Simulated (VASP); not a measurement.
Set up this calculation in VASP 6.6.1, as the native input.

| Quantity | Value |
| --- | --- |
| Task | single point |
| Functional | r2SCAN |
| Potentials or basis | VASP PAW PBE potentials, release 64 (B, N) |
| Cutoff | 520 eV |
| k mesh | 10 × 4 × 6 |
| Occupations | gaussian, width 0.02 eV |
| Spin | no spin polarisation |
| Dipole correction | no |
| Further INCAR settings | ALGO = Normal; EDIFF = 1e-06; NBANDS = 26 |

BN:

```
B N
1.0
     2.53912    0.00000    0.00000
     0.00000    7.06933    0.00000
     0.00000    0.00000    4.31558
B N
4 4
Direct
  0.50000 0.00000 0.50064
  0.50000 0.50000 0.00064
  0.00000 0.00000 0.00064
  0.00000 0.50000 0.50064
  0.50000 0.00000 0.16606
  0.50000 0.50000 0.66606
  0.00000 0.00000 0.66606
  0.00000 0.50000 0.16606
```

One way to write it, as run:

POSCAR

```
BN
1.0
    2.5391204745      0.0000000000      0.0000000000
    0.0000000000      7.0693287393      0.0000000000
    0.0000000000      0.0000000000      4.3155818829
B N
4 4
Direct
    0.5000000000      0.0000000000      0.5006385069
    0.5000000000      0.5000000000      0.0006385069
    0.0000000000      0.0000000000      0.0006385069
    0.0000000000      0.5000000000      0.5006385069
    0.5000000000      0.0000000000      0.1660614831
    0.5000000000      0.5000000000      0.6660614831
    0.0000000000      0.0000000000      0.6660614831
    0.0000000000      0.5000000000      0.1660614831
```

INCAR.step1

```
SYSTEM = BN
PREC     = Accurate       ! precision mode
ENCUT    = 520            ! plane-wave cutoff, eV
ISMEAR   = 0              ! smearing method
SIGMA    = 0.02           ! smearing width, eV
LREAL    = .FALSE.        ! projectors in reciprocal space
LASPH    = .TRUE.         ! aspherical terms in the spheres
NELM     = 100            ! most SCF steps
NBANDS   = 26             ! bands
GGA      = PE             ! functional
ALGO     = Normal         ! electronic algorithm
EDIFF    = 1E-4           ! SCF threshold, eV
LWAVE    = .TRUE.         ! write WAVECAR
LCHARG   = .FALSE.        ! write CHGCAR
```

INCAR.step2

```
SYSTEM = BN
PREC     = Accurate       ! precision mode
ENCUT    = 520            ! plane-wave cutoff, eV
EDIFF    = 1E-6           ! SCF threshold, eV
ISMEAR   = 0              ! smearing method
SIGMA    = 0.02           ! smearing width, eV
LREAL    = .FALSE.        ! projectors in reciprocal space
LASPH    = .TRUE.         ! aspherical terms in the spheres
NELM     = 100            ! most SCF steps
ALGO     = Normal         ! electronic algorithm
ISIF     = 2              ! what is computed and relaxed
LWAVE    = .FALSE.        ! write WAVECAR
LCHARG   = .FALSE.        ! write CHGCAR
METAGGA  = R2SCAN         ! meta-GGA
LMIXTAU  = .TRUE.       
NBANDS   = 26             ! bands
ISTART   = 1
```

KPOINTS

```
Automatic mesh
0
G
  10 4 6
  0 0 0
```

Potentials or basis: VASP PAW PBE potentials, release 64 (B, N).

Launch:

```sh
$ cat potpaw_PBE.64/B/POTCAR potpaw_PBE.64/N/POTCAR > POTCAR
$ cp INCAR.step1 INCAR
$ mpirun -np 1 vasp_std > vasp.out
$ cp INCAR.step2 INCAR
$ mpirun -np 1 vasp_std > vasp.out
```

It gave:

* Pressure: -3.7 GPa
* Band gap on the k mesh: 4.40 eV

Caveat: the PAW data sets were made with another functional, which shifts forces and pressure a little.

It took 3.2 min on 1 thread of Intel(R) Xeon(R) 6975P-C (Granite Rapids) (shared host), peak memory 0.25 GiB.
